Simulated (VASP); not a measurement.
Wanted: the native input for a VASP 6.6.1 run.

```
Task                   : single point
Functional             : PBEsol
Potentials or basis    : VASP PAW PBE potentials, release 64 (Au)
Cutoff                 : 520 eV
k mesh                 : 20 × 20 × 20
Occupations            : gaussian, width 0.15 eV
Spin                   : no spin polarisation
Dipole correction      : no
Further INCAR settings : ALGO = Fast; EDIFF = 1e-07; NBANDS = 12
```

The structure of Au lies in POSCAR:

```
Au
1.0
   -1.7401324500      1.7401324500      1.6572690000
    1.7401324500     -1.7401324500      1.6572690000
    1.7401324500      1.7401324500     -1.6572690000
Au
1
Direct
    0.0000000000      0.0000000000      0.0000000000
```

This cell differs from its parent crystal: strain +0.050 along x and y, +0.000 along z.

One way to write it, as run:

INCAR

```
SYSTEM = Au
PREC = Accurate ; ENCUT = 520
EDIFF = 1E-7 ; ISMEAR = 0
SIGMA = 0.15 ; LREAL = .FALSE.
LASPH = .TRUE. ; NELM = 60
ALGO = Fast ; ISIF = 2
LWAVE = .FALSE. ; LCHARG = .FALSE.
GGA = PS ; NBANDS = 12
```

KPOINTS

```
regular mesh
0
G
  20 20 20
  0 0 0
```

Potentials or basis: VASP PAW PBE potentials, release 64 (Au).

Run with:

```bash
$ cat potpaw_PBE.64/Au/POTCAR > POTCAR
$ mpirun -np 1 vasp_std > vasp.out
```

Results of the run:

- Pressure: -17.4 GPa
- Band gap on the k mesh: zero (an odd number of electrons rules out a gap without spin polarisation)

Caveat: the cell differs from its parent crystal (strain +0.050 along x and y, +0.000 along z); the cell stands under tension; the PAW data sets were made with another functional, which shifts forces and pressure a little; spin-orbit coupling is left out, which moves the levels of the heavy elements.

It took 2.4 min on 1 thread of Intel Xeon 8259CL, on a shared host, peak memory 0.27 GiB.
